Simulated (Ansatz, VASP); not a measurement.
## Two plane-wave programs on CoH3

The input INCAR:

```
PREC = Accurate
ENCUT = 600
EDIFF = 1E-7
ISMEAR = 0
SIGMA = 0.02
LREAL = False
LASPH = True
NELM = 100
ALGO = Normal
ISIF = 3
LWAVE = False
LCHARG = False
GGA = PE
IBRION = 2
NSW = 100
EDIFFG = -0.01
```

File KPOINTS:

```
regular mesh
0
Gamma
  12 12 12
```

File POSCAR:

```
CoH3
1.0
    0.0000000000      2.0825338505      2.0825338505
    2.0825338505      0.0000000000      2.0825338505
    2.0825338505      2.0825338505      0.0000000000
Co H
1 3
Direct
    0.0000000000      0.0000000000      0.0000000000
    0.2500000000      0.2500000000      0.2500000000
    0.7500000000      0.7500000000      0.7500000000
    0.5000000000      0.5000000000      0.5000000000
```

Input for Ansatz:

```yaml
crystal:
  lattice:
    - [0.0, 2.0825338505, 2.0825338505]
    - [2.0825338505, 0.0, 2.0825338505]
    - [2.0825338505, 2.0825338505, 0.0]
  atoms:
    - { symbol: Co, position: [0.0, 0.0, 0.0] }
    - { symbol: H, position: [0.25, 0.25, 0.25] }
    - { symbol: H, position: [0.75, 0.75, 0.75] }
    - { symbol: H, position: [0.5, 0.5, 0.5] }
basis:
  ecutwfc: 420
kpoints:
  mp_grid: { grid: [12, 12, 12] }
hamiltonian:
  xc: pbe
scf:
  occupations: { method: gaussian, width: 0.02 }
output:
  forces: true
  stress: true
  eigenvalues: true
relax:
  adjacent_minimum: "off"
  f_tol: 0.01
  max_steps: 80
  cell: { stress_tol: 0.05 }
```

Change from the starting cell: species swapped into the Mn3Si type (Fm-3m, No. 225).

Alike in both runs: task relaxation of cell and atoms; functional PBE; k mesh 12 × 12 × 12; occupations gaussian, width 0.02 eV; no spin polarisation.

```csv
,VASP,Ansatz
version,VASP 6.6.1,Ansatz 0.2.0
potentials or method,"VASP PAW PBE potentials, release 64 (Co, H), cutoff 600 eV","scalar-relativistic, plane waves, PAW"
valence electrons in the cell,12,20
```

|  | VASP | Ansatz | Ansatz less VASP |
| --- | --- | --- | --- |
| gap on the k mesh at the Fermi level, each at its own relaxed structure (eV) | none | none | - |
| relaxed volume (Å³/atom) | 4.52 | 4.51 | -0.001 |
| relaxed length of the cell vector where the two differ most in proportion (Å) | 2.945 | 2.945 | -0.0003 |

A gap of «none» marks a metal or a gap that the smearing closes. VASP's potentials hold 12 valence electrons a cell and Ansatz's 20, so a difference there can come from the potentials and not from the codes.

Noted on VASP's run: the relaxation stopped at its first step, so nothing moved.
